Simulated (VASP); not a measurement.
Input of a VASP 6.6.1 run:

File INCAR:

```
SYSTEM = BN
ALGO     = Normal         ! electronic algorithm
EDIFF    = 1E-6           ! SCF threshold, eV
ENCUT    = 520            ! plane-wave cutoff, eV
GGA      = PS             ! functional
ISIF     = 2              ! what is computed and relaxed
ISMEAR   = -1             ! smearing method
LASPH    = .True.         ! aspherical terms in the spheres
LCHARG   = .True.         ! write CHGCAR
LELF     = .True.         ! ELF
LREAL    = .False.        ! projectors in reciprocal space
LVHAR    = .True.       
LWAVE    = .False.        ! write WAVECAR
NBANDS   = 11             ! bands
NELM     = 100            ! most SCF steps
PREC     = Accurate       ! precision mode
SIGMA    = 0.05           ! smearing width, eV
```

The input KPOINTS:

```
k-points
0
Gamma
  12 12 12
  0 0 0
```

The input POSCAR:

```
BN
1.0
    1.2428808291      0.7175775813      2.8383581666
   -1.2428808291      0.7175775813      2.8383581666
    0.0000000000     -1.4351551625      2.8383581666
N B
1 1
Direct
    0.6680337305      0.6680337305      0.6680337305
   -0.0004667305     -0.0004667305     -0.0004667305
```

Potentials or basis: VASP PAW PBE potentials, release 64 (N, B).

The run is started by

```bash
$ cat potpaw_PBE.64/N/POTCAR potpaw_PBE.64/B/POTCAR > POTCAR
$ mpirun -np 1 vasp_std > vasp.out
```

Q: What does it give for the pressure?

A: 10.4 GPa.

Q: Predict the band gap on the k mesh.

A: 3.65 eV, indirect (least direct gap 4.81 eV).

Stress tensor (GPa, compression positive):
```
10.70  0.00  0.00
 0.00 10.70  0.00
 0.00  0.00  9.83
```

Caveat: the PAW data sets were made with another functional, which shifts forces and pressure a little. A k mesh can miss the band edges.
